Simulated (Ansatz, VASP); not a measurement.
**MgB: VASP beside Ansatz**

File POSCAR:

```
MgB
1.0
    2.8951500000      0.0000000000      0.0000000000
    0.0000000000      2.8951500000      0.0000000000
    0.0000000000      0.0000000000      2.8951500000
Mg B
1 1
Direct
    0.0000000000      0.0000000000      0.0000000000
    0.5000000000      0.5000000000      0.5000000000
```

The input INCAR.step1:

```
SYSTEM = MgB
PREC     = Accurate       ! precision mode
ENCUT    = 600            ! plane-wave cutoff, eV
EDIFF    = 1E-5           ! SCF threshold, eV
ISMEAR   = -1             ! smearing method
SIGMA    = 0.05           ! smearing width, eV
LREAL    = .FALSE.        ! projectors in reciprocal space
LASPH    = .TRUE.         ! aspherical terms in the spheres
NELM     = 80             ! most SCF steps
ALGO     = Normal         ! electronic algorithm
LWAVE    = .TRUE.         ! write WAVECAR
LCHARG   = .FALSE.        ! write CHGCAR
GGA      = PE             ! functional
NBANDS   = 10             ! bands
```

File INCAR.step2:

```
SYSTEM = MgB
PREC     = Accurate       ! precision mode
ENCUT    = 600            ! plane-wave cutoff, eV
EDIFF    = 1E-6           ! SCF threshold, eV
ISMEAR   = -1             ! smearing method
SIGMA    = 0.05           ! smearing width, eV
LREAL    = .FALSE.        ! projectors in reciprocal space
LASPH    = .TRUE.         ! aspherical terms in the spheres
NELM     = 80             ! most SCF steps
ALGO     = Normal         ! electronic algorithm
ISIF     = 3              ! what is computed and relaxed
LWAVE    = .FALSE.        ! write WAVECAR
LCHARG   = .FALSE.        ! write CHGCAR
GGA      = PE             ! functional
LHFCALC  = .TRUE.         ! exact exchange
HFSCREEN = 0.2079         ! screening, 1/A
PRECFOCK = Normal       
IBRION   = 2              ! ionic algorithm
NSW      = 60             ! ionic steps
EDIFFG   = -0.01          ! ionic threshold
ISTART   = 1
```

KPOINTS

```
Automatic mesh
0
G
  5 5 5
  0 0 0
```

Contents of input.yaml:

```yaml
crystal:
  lattice:
    - [2.89515, 0.0, 0.0]
    - [0.0, 2.89515, 0.0]
    - [0.0, 0.0, 2.89515]
  atoms:
    - { symbol: Mg, position: [0.0, 0.0, 0.0] }
    - { symbol: B, position: [0.5, 0.5, 0.5] }
hamiltonian:
  xc: hse06
  pseudopotentials: { kind: paw }
kpoints:
  mp_grid: { grid: [5, 5, 5] }
scf:
  occupations: { method: fermi_dirac, width: 0.05 }
output:
  forces: true
  stress: true
  eigenvalues: true
relax:
  f_tol: 0.01
  max_steps: 40
  cell: { stress_tol: 0.05 }
```

Alike in both runs: task relaxation of cell and atoms; functional HSE06; k mesh 5 × 5 × 5; occupations fermi-dirac, width 0.05 eV; no spin polarisation.

```csv
,VASP,Ansatz
version,VASP 6.6.1,Ansatz 0.2.0
potentials or method,"VASP PAW PBE potentials, release 64 (Mg, B)",Ansatz PAW
plane-wave cutoff (eV),600,420
valence electrons in the cell,5,13
```

|  | VASP | Ansatz | Ansatz less VASP |
| --- | --- | --- | --- |
| gap on the k mesh at the Fermi level, each at its own relaxed structure (eV) | none | none | - |
| relaxed volume (Å³/atom) | 12.01 | 12.05 | +0.031 |
| relaxed cell length with the largest relative difference (Å) | 2.886 | 2.888 | +0.0025 |

A gap of «none» marks a metal or a gap that the smearing closes. VASP's potentials hold 5 valence electrons a cell and Ansatz's 13, so a difference there can come from the potentials and not from the codes.

The k mesh is coarse, so the values compare programs but aren't converged. Noted on Ansatz's run: the plane-wave basis is chosen anew once the cell has moved, so the energies of steps on either side of that aren't comparable.
